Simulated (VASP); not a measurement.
# SiF in VASP: settings compared

Aim: see how the results for SiF move with the level of theory and the settings. Levels: PBE, PBEsol. Tasks: single point.

Everything below comes from runs of VASP 6.6.1. Logs are shortened: lines on timing, memory, paths and dates and some standing lists are left out, and cuts for length are marked.

## Step 1: The cell of the first run

The typed cell holds 2 atoms: a = 3.029 Å, b = 3.029 Å, c = 3.029 Å, α = 90.00°, β = 90.00°, γ = 90.00°.

## Step 2: Single point, PBE

INCAR reads:

```
SYSTEM = SiF
PREC     = Accurate       ! precision mode
ENCUT    = 520            ! plane-wave cutoff, eV
EDIFF    = 1E-6           ! SCF threshold, eV
ISMEAR   = -1             ! smearing method
SIGMA    = 0.01           ! smearing width, eV
LREAL    = .FALSE.        ! projectors in reciprocal space
LASPH    = .TRUE.         ! aspherical terms in the spheres
NELM     = 60             ! most SCF steps
ALGO     = Normal         ! electronic algorithm
ISIF     = 2              ! what is computed and relaxed
LWAVE    = .FALSE.        ! write WAVECAR
LCHARG   = .FALSE.        ! write CHGCAR
GGA      = PE             ! functional
NBANDS   = 12             ! bands
```

KPOINTS reads:

```
regular mesh
0
G
  6 6 6
  0 0 0
```

POSCAR reads:

```
SiF
1.0
    3.0286000000      0.0000000000      0.0000000000
    0.0000000000      3.0286000000      0.0000000000
    0.0000000000      0.0000000000      3.0286000000
Si F
1 1
Direct
    0.4905460000      0.4926000000      0.4836290000
    0.0078680000     -0.0103740000      0.0020390000
```

Potentials or basis: VASP PAW PBE potentials, release 64 (Si, F).

The run is started by

```console
> cat potpaw_PBE.64/Si/POTCAR potpaw_PBE.64/F/POTCAR > POTCAR
> mpirun -np 1 vasp_std > vasp.out
```

OUTCAR:

```text
SYSTEM = SiF
   PREC = Accurate
   ENCUT = 520
   EDIFF = 1E-6
   ISMEAR = -1
   LREAL = .FALSE.
   LASPH = .TRUE.
   NELM = 60
   ISIF = 2
   GGA = PE

 ion  position               nearest neighbor table
   1  0.491  0.493  0.484-
   2  0.008  0.990  0.002-

  LATTYP: Found a simple cubic cell.
 ALAT       =     3.0286000000

  Lattice vectors:

 A1 = (   3.0286000000,   0.0000000000,   0.0000000000)
 A2 = (   0.0000000000,   3.0286000000,   0.0000000000)
 A3 = (   0.0000000000,   0.0000000000,   3.0286000000)

Analysis of symmetry for initial positions (statically):
=====================================================================
 Subroutine PRICEL returns:
 Original cell was already a primitive cell.

 Routine SETGRP: Setting up the symmetry group for a
 simple cubic supercell.

 Subroutine GETGRP returns: Found  1 space group operations
 (whereof  1 operations were pure point group operations)
 out of a pool of 48 trial point group operations.

The static configuration has the point symmetry C_1 .

Analysis of symmetry for dynamics (positions and initial velocities):
=====================================================================
 Subroutine PRICEL returns:
 Original cell was already a primitive cell.

 Routine SETGRP: Setting up the symmetry group for a
 simple cubic supercell.

 Subroutine GETGRP returns: Found  1 space group operations
 (whereof  1 operations were pure point group operations)
 out of a pool of 48 trial point group operations.

The dynamic configuration has the point symmetry C_1 .

 Subroutine INISYM returns: Found  1 space group operations
 (whereof  1 operations are pure point group operations),
 and found     1 'primitive' translations

----------------------------------------------------------------------------------------

                                     Primitive cell

  volume of cell :      27.7796

  direct lattice vectors                    reciprocal lattice vectors
     3.028600000  0.000000000  0.000000000     0.330185564  0.000000000  0.000000000
     0.000000000  3.028600000  0.000000000     0.000000000  0.330185564  0.000000000
     0.000000000  0.000000000  3.028600000     0.000000000  0.000000000  0.330185564

  length of vectors
     3.028600000  3.028600000  3.028600000     0.330185564  0.330185564  0.330185564

  position of ions in fractional coordinates (direct lattice)
     0.490546000  0.492600000  0.483629000
     0.007868000  0.989626000  0.002039000

  ion indices of the primitive-cell ions
   primitive index   ion index
                 1           1
                 2           2
[... 77 lines left out ...]
   NFREE  =      0    steps in history (QN), initial steepest desc. (CG)
   ISIF   =      2    stress and relaxation
   ISYM   =      2    0-nonsym 1-usesym 2-fastsym
   POTIM  = 0.5000    time-step for ionic-motion
   TEBEG  =    0.0;   TEEND  =   0.0 temperature during run
   PSTRESS=    0.0 pullay stress
   NELECT =      11.0000    total number of electrons
   NUPDOWN=      -1.0000    fix difference up-down
   EMIN   =  10.00;   EMAX   =-10.00  energy-range for DOS
   EFERMI =   0.00;   METHOD = LEGACY
   ISMEAR =    -1;   SIGMA  =   0.01  broadening in eV -4-tet -1-fermi 0-gaus
   EFERMI_NEDOS =   21; number of points for ismear=-14 and -15
   IALGO  =     38    algorithm
   IMIX   =      4    mixing-type and parameters
     AMIX     =   0.40;   BMIX     =  1.00
     AMIX_MAG =   1.60;   BMIX_MAG =  1.00
  volume/ion in A,a.u.               =      13.89        93.73
  Fermi-wavevector in a.u.,A,eV,Ry     =   1.202164  2.271761 19.663124  1.445199
  Thomas-Fermi vector in A             =   2.337953
   LORBIT       =      0    0 simple, 1 ext, 2 COOP (PROOUT), +10 PAW based schemes
   GGA     = PE    functional components
   LHFCALC =     F    Hartree Fock is set to
   AEXX    =    0.0000 exact exchange contribution
   IVDW    =     0    specifies the selected vdW correction
   LEPSILON=     F    determine dielectric tensor
   LRPA    =     F    only Hartree local field effects (RPA)
 non-spin polarized calculation
  energy-cutoff  :      520.00
  volume of cell :       27.78
 maximum number of plane-waves:       768
 NGX is ok and might be reduce to    24
   NGX = 11   NGY = 11   NGZ = 11

 number of electron      10.9999995 magnetization

 Free energy of the ion-electron system (eV)
  ---------------------------------------------------
  ext. energy  EPLUGINS =         0.00000000
  ---------------------------------------------------
  free energy    TOTEN  =        -7.73235769 eV

  energy without entropy =       -7.73079779  energy(sigma->0) =       -7.73157774

 E-fermi :   5.8104     XC(G=0): -10.3032

 val. band max:        5.8042082748   @ k =  -0.3333   0.5000   0.0000
 cond. band min:       5.8257970865   @ k =   0.3333   0.1667   0.5000
 fundamental gap:      0.0215888117
 Fermi energy:         5.8103679749

 k-point     1 :       0.0000    0.0000    0.0000
  band No.  band energies     occupation
      1     -18.3587      2.00000
      2      -3.1703      2.00000
      3       0.5456      2.00000
      4       0.5487      2.00000
      5       0.5557      2.00000
      6      10.8570      0.00000
      7      10.9269      0.00000
      8      10.9553      0.00000
      9      11.6601      0.00000
     10      11.7220      0.00000
     11      21.7834      0.00000
     12      22.7526      0.00000
[... 331 lines left out ...]
 k-point    24 :      -0.1667    0.0000    0.3333
  band No.  band energies     occupation
      1     -18.1392      2.00000
      2      -3.4812      2.00000
      3      -0.1180      2.00000
      4       0.8466      2.00000
      5       2.1820      2.00000
      6       5.6326      2.00000
      7       8.6299      0.00000
      8      11.0724      0.00000
      9      14.8990      0.00000
     10      17.0013      0.00000
     11      19.1476      0.00000
     12      19.3949      0.00000

 [... further k-points ...]
[... 5 lines left out ...]
  --------------------------------------------------------------------------------------
  -------------------------------------------------------------------------------------
  Total       -0.0180997      0.0482250     -0.0267978      0.0036412      0.0038642     -0.0222110
  in kB       -1.0438928      2.7813590     -1.5455532      0.2100033      0.2228675     -1.2810086
  external PRESSURE =       0.0639710 kB  Pullay stress =       0.0000000 kB

 VOLUME and BASIS-vectors are now :
 -----------------------------------------------------------------------------
  energy-cutoff  :      520.00
  volume of cell :       27.78
      direct lattice vectors                 reciprocal lattice vectors
     3.028600000  0.000000000  0.000000000     0.330185564  0.000000000  0.000000000
     0.000000000  3.028600000  0.000000000     0.000000000  0.330185564  0.000000000
     0.000000000  0.000000000  3.028600000     0.000000000  0.000000000  0.330185564

 POSITION                                       TOTAL-FORCE (eV/Angst)
 -----------------------------------------------------------------------------------
      1.48567      1.49189      1.46472        -0.035255      0.005912     -0.037795
      0.02383      2.99718      0.00618         0.035255     -0.005912      0.037795
 -----------------------------------------------------------------------------------
    total drift:                               -0.000331      0.000031     -0.000130

  FREE ENERGIE OF THE ION-ELECTRON SYSTEM (eV)
  ---------------------------------------------------
  free  energy   TOTEN  =        -7.7323576880 eV

  energy  without entropy=       -7.7307977928  energy(sigma->0) =       -7.73157774
```

OSZICAR:

```text
N       E                     dE             d eps       ncg     rms          rms(c)
DAV:   1     0.242719009443E+02    0.24272E+02   -0.47680E+03  2696   0.762E+02
DAV:   2    -0.758431405053E+01   -0.31856E+02   -0.30042E+02  3324   0.142E+02
DAV:   3    -0.854324583390E+01   -0.95893E+00   -0.95356E+00  3240   0.221E+01
DAV:   4    -0.854599753707E+01   -0.27517E-02   -0.27503E-02  2940   0.149E+00
DAV:   5    -0.854601044039E+01   -0.12903E-04   -0.12902E-04  3216   0.102E-01    0.541E+00
DAV:   6    -0.782301391742E+01    0.72300E+00   -0.62652E+00  2748   0.180E+01    0.291E+00
DAV:   7    -0.774295006364E+01    0.80064E-01   -0.60466E-01  2940   0.524E+00    0.821E-01
DAV:   8    -0.773333261762E+01    0.96174E-02   -0.82839E-02  2804   0.210E+00    0.187E-01
DAV:   9    -0.773226264421E+01    0.10700E-02   -0.41119E-03  2936   0.392E-01    0.691E-02
DAV:  10    -0.773234360558E+01   -0.80961E-04   -0.12818E-04  3108   0.881E-02    0.279E-02
DAV:  11    -0.773235781175E+01   -0.14206E-04   -0.45024E-05  3024   0.534E-02    0.452E-03
DAV:  12    -0.773235768797E+01    0.12378E-06   -0.42572E-06  2688   0.122E-02
   1 F= -.77323577E+01 E0= -.77315777E+01  d E =-.155990E-02
```

Wall time 9 s (1 thread of Intel Xeon Platinum 8559C (Emerald Rapids), shared host); peak memory 0.15 GiB.

Results:

```
Free energy   : -7.7324 eV
Pressure      : 0.0 GPa
Largest force : 0.052 eV/Å
```

Forces on the atoms (eV/Å):
```
Si  -0.035  0.006 -0.038
F    0.035 -0.006  0.038
```

Levels at points of the mesh, in eV from the Fermi level:
```csv
k point,band 2,band 3,band 4,band 5,band 6,band 7,band 8,band 9
"(0.00, 0.00, 0.00)",-8.98,-5.26,-5.26,-5.25,5.05,5.12,5.14,5.85
"(0.50, 0.00, 0.00)",-9.80,-4.94,-4.93,-2.71,-2.55,5.02,5.03,7.77
"(0.00, 0.50, 0.00)",-9.80,-4.94,-4.93,-2.67,-2.57,5.02,5.03,7.77
"(0.00, 0.00, 0.50)",-9.80,-4.94,-4.93,-2.71,-2.54,5.02,5.03,7.77
"(0.50, 0.50, 0.00)",-7.22,-7.20,-5.73,-4.73,0.89,0.89,6.20,6.55
"(0.00, 0.50, 0.50)",-7.23,-7.20,-5.73,-4.73,0.89,0.89,6.19,6.55
"(0.50, 0.00, 0.50)",-7.24,-7.20,-5.71,-4.73,0.89,0.89,6.18,6.55
"(0.50, 0.50, 0.50)",-6.12,-6.11,-6.10,-2.91,-0.93,-0.91,-0.90,9.10
```

Caveat: an odd number of electrons without spin polarisation forces a metal; a magnetic or distorted state may lie lower.

## Step 3: Single point, PBE

INCAR reads:

```
ALGO = Normal ; EDIFF = 1E-6
ENCUT = 520 ; GGA = PE
ISIF = 2 ; ISMEAR = -1
LASPH = True ; LCHARG = False
LREAL = False ; LWAVE = False
NBANDS = 12 ; NELM = 100
PREC = Accurate ; SIGMA = 0.005
```

KPOINTS reads:

```
k-points
0
Gamma
  6 6 6
```

POSCAR is that of step 2.

Potentials or basis: VASP PAW PBE potentials, release 64 (Si, F).

The run is started by

```console
> cat potpaw_PBE.64/Si/POTCAR potpaw_PBE.64/F/POTCAR > POTCAR
> mpirun -np 1 vasp_std > vasp.out
```

Run time: 8.8 s. Hardware: 1 thread of Intel Xeon Platinum 8559C (Emerald Rapids), shared host; peak memory 0.15 GiB.

It converged, with:

```yaml
Free_energy: -7.7317 eV
Pressure: 0.0 GPa
Largest_force: 0.053 eV/Å
```

Forces in eV/Å, atoms in the order of the input:
```
Si  -0.036  0.006 -0.039
F    0.036 -0.006  0.039
```

Stress tensor (GPa, compression positive):
```
-0.08  0.02 -0.12
 0.02  0.24  0.02
-0.12  0.02 -0.12
```

Levels at points of the mesh, in eV from the Fermi level:
| k point | band 3 | band 4 | band 5 | band 6 | band 7 | band 8 |
| --- | --- | --- | --- | --- | --- | --- |
| (0.00, 0.00, 0.00) | -5.27 | -5.26 | -5.26 | 5.04 | 5.11 | 5.14 |
| (0.50, 0.00, 0.00) | -4.94 | -4.94 | -2.71 | -2.55 | 5.01 | 5.03 |
| (0.00, 0.50, 0.00) | -4.94 | -4.93 | -2.68 | -2.57 | 5.01 | 5.02 |
| (0.00, 0.00, 0.50) | -4.94 | -4.94 | -2.71 | -2.55 | 5.01 | 5.02 |
| (0.50, 0.50, 0.00) | -7.20 | -5.74 | -4.73 | 0.89 | 0.89 | 6.19 |
| (0.00, 0.50, 0.50) | -7.20 | -5.74 | -4.73 | 0.89 | 0.89 | 6.19 |
| (0.50, 0.00, 0.50) | -7.20 | -5.72 | -4.73 | 0.88 | 0.89 | 6.18 |
| (0.50, 0.50, 0.50) | -6.12 | -6.10 | -2.91 | -0.93 | -0.91 | -0.91 |

Caveat: an odd number of electrons without spin polarisation forces a metal; a magnetic or distorted state may lie lower.

## Step 4: Single point, PBEsol

This run uses another cell than the first one, of 11.25 Å³/atom, 0.810 times its volume.

INCAR reads:

```
SYSTEM = SiF
PREC     = Accurate       ! precision mode
ENCUT    = 520            ! plane-wave cutoff, eV
EDIFF    = 1E-7           ! SCF threshold, eV
ISMEAR   = -1             ! smearing method
SIGMA    = 0.05           ! smearing width, eV
LREAL    = .FALSE.        ! projectors in reciprocal space
LASPH    = .TRUE.         ! aspherical terms in the spheres
NELM     = 80             ! most SCF steps
ALGO     = Normal         ! electronic algorithm
ISIF     = 2              ! what is computed and relaxed
LWAVE    = .FALSE.        ! write WAVECAR
LCHARG   = .TRUE.         ! write CHGCAR
GGA      = PS             ! functional
LELF     = .TRUE.         ! ELF
LVHAR    = .TRUE.       
NBANDS   = 12             ! bands
```

KPOINTS reads:

```
Automatic mesh
0
G
  9 9 9
  0 0 0
```

POSCAR reads:

```
SiF
1.0
    2.8232786700      0.0000000000      0.0000000000
    0.0000000000      2.8232786700      0.0000000000
    0.0000000000      0.0000000000      2.8232786700
Si F
1 1
Direct
    0.5000000000      0.5000000000      0.5000000000
    0.0000000000      0.0000000000      0.0000000000
```

Potentials or basis: VASP PAW PBE potentials, release 64 (Si, F).

The run is started by

```console
> cat potpaw_PBE.64/Si/POTCAR potpaw_PBE.64/F/POTCAR > POTCAR
> mpirun -np 1 vasp_std > vasp.out
```

OUTCAR:

```text
SYSTEM = SiF
   PREC = Accurate
   ENCUT = 520
   EDIFF = 1E-7
   ISMEAR = -1
   LREAL = .FALSE.
   LASPH = .TRUE.
   NELM = 80
   ISIF = 2
   GGA = PS

 ion  position               nearest neighbor table
   1  0.500  0.500  0.500-   2 2.45   2 2.45   2 2.45   2 2.45   2 2.45   2 2.45   2 2.45   2 2.45

   2  0.000  0.000  0.000-   1 2.45   1 2.45   1 2.45   1 2.45   1 2.45   1 2.45   1 2.45   1 2.45

  LATTYP: Found a simple cubic cell.
 ALAT       =     2.8232786700

  Lattice vectors:

 A1 = (   2.8232786700,   0.0000000000,   0.0000000000)
 A2 = (   0.0000000000,   2.8232786700,   0.0000000000)
 A3 = (   0.0000000000,   0.0000000000,   2.8232786700)

Analysis of symmetry for initial positions (statically):
=====================================================================
 Subroutine PRICEL returns:
 Original cell was already a primitive cell.

 Routine SETGRP: Setting up the symmetry group for a
 simple cubic supercell.

 Subroutine GETGRP returns: Found 48 space group operations
 (whereof 48 operations were pure point group operations)
 out of a pool of 48 trial point group operations.

The static configuration has the point symmetry O_h .

[... 166 lines left out ...]

 k-point     1 :       0.0000    0.0000    0.0000
  band No.  band energies     occupation
      1     -17.2971      2.00000
      2      -1.0569      2.00000
      3       1.9154      2.00000
      4       1.9154      2.00000
      5       1.9154      2.00000
      6      13.6908      0.00000
      7      13.6908      0.00000
      8      14.8816      0.00000
      9      14.8816      0.00000
     10      14.8816      0.00000
     11      26.8558      0.00000
     12      26.8558      0.00000
[... 331 lines left out ...]
 k-point    24 :       0.4444    0.3333    0.1111
  band No.  band energies     occupation
      1     -16.5884      2.00000
      2      -1.4752      2.00000
      3      -0.0516      2.00000
      4       2.2435      2.00000
      5       4.1982      2.00000
      6       8.5223      0.31194
      7       9.6901      0.00000
      8      14.6591      0.00000
      9      16.5507      0.00000
     10      20.5374      0.00000
     11      21.6934      0.00000
     12      22.6573      0.00000

 [... further k-points ...]
[... 5 lines left out ...]
  --------------------------------------------------------------------------------------
  -------------------------------------------------------------------------------------
  Total        2.7797024      2.7797024      2.7797024      0.0000000      0.0000000      0.0000000
  in kB      197.9008397    197.9008397    197.9008397      0.0000000      0.0000000      0.0000000
  external PRESSURE =     197.9008397 kB  Pullay stress =       0.0000000 kB

 VOLUME and BASIS-vectors are now :
 -----------------------------------------------------------------------------
  energy-cutoff  :      520.00
  volume of cell :       22.50
      direct lattice vectors                 reciprocal lattice vectors
     2.823278670  0.000000000  0.000000000     0.354198121  0.000000000  0.000000000
     0.000000000  2.823278670  0.000000000     0.000000000  0.354198121  0.000000000
     0.000000000  0.000000000  2.823278670     0.000000000  0.000000000  0.354198121

 POSITION                                       TOTAL-FORCE (eV/Angst)
 -----------------------------------------------------------------------------------
      1.41164      1.41164      1.41164         0.000000      0.000000      0.000000
      0.00000      0.00000      0.00000         0.000000      0.000000      0.000000
 -----------------------------------------------------------------------------------
    total drift:                                0.000000      0.000000      0.000000

  FREE ENERGIE OF THE ION-ELECTRON SYSTEM (eV)
  ---------------------------------------------------
  free  energy   TOTEN  =        -8.1640554555 eV

  energy  without entropy=       -8.1456052858  energy(sigma->0) =       -8.15483037
```

OSZICAR:

```text
N       E                     dE             d eps       ncg     rms          rms(c)
DAV:   1     0.220558837371E+02    0.22056E+02   -0.48887E+03   856   0.779E+02
DAV:   2    -0.789944835152E+01   -0.29955E+02   -0.28408E+02  1036   0.148E+02
DAV:   3    -0.855466818759E+01   -0.65522E+00   -0.65305E+00  1012   0.184E+01
DAV:   4    -0.855613963193E+01   -0.14714E-02   -0.14713E-02   944   0.115E+00
DAV:   5    -0.855614519229E+01   -0.55604E-05   -0.55603E-05   984   0.686E-02    0.419E+00
DAV:   6    -0.819262679859E+01    0.36352E+00   -0.30504E+00   860   0.130E+01    0.192E+00
DAV:   7    -0.816723419141E+01    0.25393E-01   -0.18413E-01   928   0.323E+00    0.811E-01
DAV:   8    -0.816418344494E+01    0.30507E-02   -0.20253E-02   908   0.122E+00    0.112E-01
DAV:   9    -0.816403562625E+01    0.14782E-03   -0.47061E-04   988   0.189E-01    0.350E-02
DAV:  10    -0.816405489239E+01   -0.19266E-04   -0.25137E-05   960   0.392E-02    0.139E-02
DAV:  11    -0.816405569426E+01   -0.80187E-06   -0.37795E-06   980   0.174E-02    0.218E-03
DAV:  12    -0.816405551284E+01    0.18142E-06   -0.16395E-07   660   0.341E-03    0.856E-04
DAV:  13    -0.816405545545E+01    0.57388E-07   -0.36195E-08   536   0.133E-03
   1 F= -.81640555E+01 E0= -.81548304E+01  d E =-.184502E-01
```

It took 6.8 s on 1 thread of Intel Xeon Platinum 8259CL at 2.50GHz (Skylake/Cascade Lake), shared host; peak memory 0.13 GiB.

What came out:

```yaml
Free_energy: -8.1641 eV
Pressure: 19.8 GPa
```

Caveat: the PAW data sets were made with another functional, which shifts forces and pressure a little; an odd number of electrons without spin polarisation forces a metal; a magnetic or distorted state may lie lower.

## Step 5: Overview

```csv
level,cell,k mesh,smearing,gap on the mesh (eV),pressure (GPa),largest force (eV/Å)
PBE,"a = 3.029 Å, 2 atoms",6 × 6 × 6,fermi-dirac 0.01 eV,none,0.0,0.05
PBE,"a = 3.029 Å, 2 atoms",6 × 6 × 6,fermi-dirac 0.005 eV,none,0.0,0.05
PBEsol,"a = 2.823 Å, 2 atoms",9 × 9 × 9,fermi-dirac 0.05 eV,none,19.8,-
```

Alike in all rows: task single point; potentials or basis VASP PAW PBE potentials, release 64 (Si, F); no spin polarisation; cutoff (eV) 520.

Caveats: an odd number of electrons without spin polarisation forces a metal; a magnetic or distorted state may lie lower; the PAW data sets were made with another functional, which shifts forces and pressure a little (some runs).

Total energies depend on the potentials used, so only differences within one code and one set of settings carry meaning.
